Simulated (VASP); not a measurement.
SiO2:

```
CELL_PARAMETERS angstrom
4.59900 0.00000 0.00000
0.00000 4.59900 0.00000
0.00000 0.00000 6.13000
ATOMIC_POSITIONS crystal
Si 0.33960 0.33960 0.00000
Si 0.16040 0.83960 0.25000
Si 0.66040 0.66040 0.50000
Si 0.83960 0.16040 0.75000
O 0.22380 0.18000 0.21640
O 0.32000 0.72380 0.46640
O 0.77620 0.82000 0.71640
O 0.68000 0.27620 0.96640
O 0.72380 0.32000 0.53360
O 0.82000 0.77620 0.28360
O 0.27620 0.68000 0.03360
O 0.18000 0.22380 0.78360
```

```yaml
Program: VASP 6.6.1
Task: relaxation of the atoms
Functional: PBE
Potentials_or_basis: VASP PAW PBE potentials, release 64 (Si, O)
Cutoff: 520 eV
k_mesh: 5 × 5 × 4
Occupations: fermi-dirac, width 0.02 eV
Spin: no spin polarisation
```

At the start: pressure 17.2 GPa; volume 10.80 Å³/atom.

Q: Where does the relaxation end?

A: Over 11 steps the energy falls by 5.2 meV/atom at a fixed cell; space group P4_12_12 (No. 92, to 0.1 Å) before and after.

The path:
| step | energy change (eV) | largest force (eV/Å) | pressure (GPa) |
| --- | --- | --- | --- |
| 1 | 0.0000 | 0.5182 | 17.15 |
| 2 | -0.0391 | 0.4807 | 13.54 |
| 3 | -0.0419 | 0.3854 | 14.24 |
| 4 | -0.0483 | 0.3940 | 11.30 |
| 5 | -0.0582 | 0.0808 | 12.57 |
| 6 | -0.0598 | 0.0727 | 12.53 |
| 7 | -0.0621 | 0.0474 | 12.40 |
| 8 | -0.0622 | 0.0472 | 12.38 |
| 9 | -0.0612 | 0.1437 | 12.11 |
| 10 | -0.0624 | 0.0219 | 12.30 |
| 11 | -0.0625 | 0.0015 | 12.10 |

Final structure:
```xyz
12
Lattice="4.5990 0.0000 0.0000 0.0000 4.5990 0.0000 0.0000 0.0000 6.1300" Properties=species:S:1:pos:R:3 pbc="T T T"
Si    1.5712    1.5712    0.0000
Si    0.7283    3.8707    1.5325
Si    3.0278    3.0278    3.0650
Si    3.8707    0.7283    4.5975
O     1.0173    0.8516    1.3461
O     1.4479    3.3168    2.8786
O     3.5817    3.7474    4.4111
O     3.1511    1.2822    5.9436
O     3.3168    1.4479    3.2514
O     3.7474    3.5817    1.7189
O     1.2822    3.1511    0.1864
O     0.8516    1.0173    4.7839
```
